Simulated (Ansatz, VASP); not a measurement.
CO2: VASP beside Ansatz

INCAR

```
SYSTEM = CO2
PREC = Accurate
ENCUT = 520
EDIFF = 1E-7
ISMEAR = -1
SIGMA = 0.05
LREAL = .FALSE.
LASPH = .TRUE.
NELM = 100
ALGO = Normal
ISIF = 2
LWAVE = .FALSE.
LCHARG = .TRUE.
GGA = PS
LELF = .TRUE.
LVHAR = .TRUE.
NBANDS = 25
```

Contents of KPOINTS:

```
regular mesh
0
G
  8 8 8
  0 0 0
```

File POSCAR:

```
CO2
1.0
   -1.9747270000      1.9747270000      2.9537768400
    1.9747270000     -1.9747270000      2.9537768400
    1.9747270000      1.9747270000     -2.9537768400
O C
4 2
Direct
    0.8750000000      0.9597980000      0.5847980000
    0.3750000000      0.2902020000      0.4152020000
    0.0402020000      0.6250000000      0.9152020000
    0.7097980000      0.1250000000      0.0847980000
    0.0000000000      0.0000000000      0.0000000000
    0.7500000000      0.2500000000      0.5000000000
```

The input input.yaml:

```yaml
crystal:
  lattice:
    - [-1.974727, 1.974727, 2.95377684]
    - [1.974727, -1.974727, 2.95377684]
    - [1.974727, 1.974727, -2.95377684]
  atoms:
    - { symbol: O, position: [0.875, 0.959798, 0.584798] }
    - { symbol: O, position: [0.375, 0.290202, 0.415202] }
    - { symbol: O, position: [0.040202, 0.625, 0.915202] }
    - { symbol: O, position: [0.709798, 0.125, 0.084798] }
    - { symbol: C, position: [0.0, 0.0, 0.0] }
    - { symbol: C, position: [0.75, 0.25, 0.5] }
hamiltonian:
  xc: pbesol
  pseudopotentials: { kind: paw }
kpoints:
  mp_grid: { grid: [8, 8, 8] }
  band_path:
    path:
      - [[0.0, 0.0, 0.0], [0.0, 0.0, 0.5], [-0.2234749099, 0.2234749099, 0.5], [-0.361737455, 0.361737455, 0.361737455], [0.0, 0.0, 0.0], [0.5, 0.5, -0.5], [0.361737455, 0.638262545, -0.361737455], [0.0, 0.5, 0.0], [0.25, 0.25, 0.25], [0.5, 0.5, -0.2234749099], [0.5, 0.5, -0.5]]
      - [[0.0, 0.0, 0.5], [0.25, 0.25, 0.25]]
    npoints: 14
scf:
  occupations: { method: fermi_dirac, width: 0.05 }
  n_extra_bands: 15
output:
  forces: true
  stress: true
  eigenvalues: true
  fatbands: false
```

Alike in both runs: functional PBEsol; k mesh 8 × 8 × 8; occupations fermi-dirac, width 0.05 eV; no spin polarisation.

|  | VASP | Ansatz |
| --- | --- | --- |
| version | VASP 6.6.1 | Ansatz 0.2.0 |
| potentials or method | VASP PAW PBE potentials, release 64 (O, C) | Ansatz PAW |
| plane-wave cutoff (eV) | 520 | 420 |
| valence electrons in the cell | 32 | 32 |
| task | single point | band structure |

```tsv
	VASP	Ansatz	Ansatz less VASP
gap on the k mesh at the Fermi level (eV)	7.55	7.62	+0.072
least direct gap on the mesh (eV)	7.99	8.03	+0.044
pressure (GPa)	0.1	-1.6	-1.71
traceless stress, the component that is largest in VASP (GPa)	0.72	0.97	+0.245
rms of the force components (eV/Å)	0.028	0.018	-0.0101
```

VASP's potentials were made for PBE, not for PBEsol. Atom by atom the forces differ by 0.046 eV/Å (rms over components).

Noted on Ansatz's run: Pulay correction over one GPa.
